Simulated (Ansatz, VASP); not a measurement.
## One calculation of Ca, two programs

Contents of INCAR:

```
PREC     = Accurate       # precision mode
ENCUT    = 520            # plane-wave cutoff, eV
EDIFF    = 1E-6           # SCF threshold, eV
ISMEAR   = 0              # smearing method
SIGMA    = 0.1            # smearing width, eV
LREAL    = False          # projectors in reciprocal space
LASPH    = True           # aspherical terms in the spheres
NELM     = 60             # most SCF steps
ALGO     = Fast           # electronic algorithm
ISIF     = 2              # what is computed and relaxed
LWAVE    = False          # write WAVECAR
LCHARG   = True           # write CHGCAR
GGA      = PE             # functional
LELF     = True           # ELF
LVHAR    = True         
NBANDS   = 17             # bands
```

Contents of KPOINTS:

```
Automatic mesh
0
Gamma
  10 10 6
```

The input POSCAR:

```
Ca
1.0
    1.9712759950     -3.3954901800      0.0000000000
    1.9712759950      3.3954901800      0.0000000000
    0.0000000000      0.0000000000      6.5091117400
Ca
2
Direct
    0.8355866000      0.1644134000      0.2500000000
    0.1644134000      0.8355866000      0.7500000000
```

Input for Ansatz:

```yaml
crystal:
  lattice:
    - [1.971275995, -3.39549018, 0.0]
    - [1.971275995, 3.39549018, 0.0]
    - [0.0, 0.0, 6.50911174]
  atoms:
    - { symbol: Ca, position: [0.8355866, 0.1644134, 0.25] }
    - { symbol: Ca, position: [0.1644134, 0.8355866, 0.75] }
basis:
  ecutwfc: 420
kpoints:
  mp_grid: { grid: [10, 10, 6] }
hamiltonian:
  xc: pbe
scf:
  occupations: { method: gaussian, width: 0.1 }
output:
  forces: true
  stress: true
  eigenvalues: true
```

Alike in both runs: task single point; functional PBE; k mesh 10 × 10 × 6; occupations gaussian, width 0.1 eV; no spin polarisation.

```csv
,VASP,Ansatz
version,VASP 6.6.1,Ansatz 0.2.0
potentials or method,"VASP PAW PBE potentials, release 64 (Ca_sv), cutoff 520 eV","scalar-relativistic, plane waves, PAW"
valence electrons in the cell,20,20
```

```csv
,VASP,Ansatz,Ansatz less VASP
gap on the k mesh at the Fermi level (eV),none,none,-
pressure (GPa),-0.5,-0.5,0.00
"traceless stress, the component that is largest in VASP (GPa)",0.11,0.11,+0.001
rms of the force components (eV/Å),0.009,0.009,+0.0001
```

Atom by atom the forces differ by 0.000 eV/Å (rms over components). A gap of «none» marks a metal or a gap that the smearing closes.
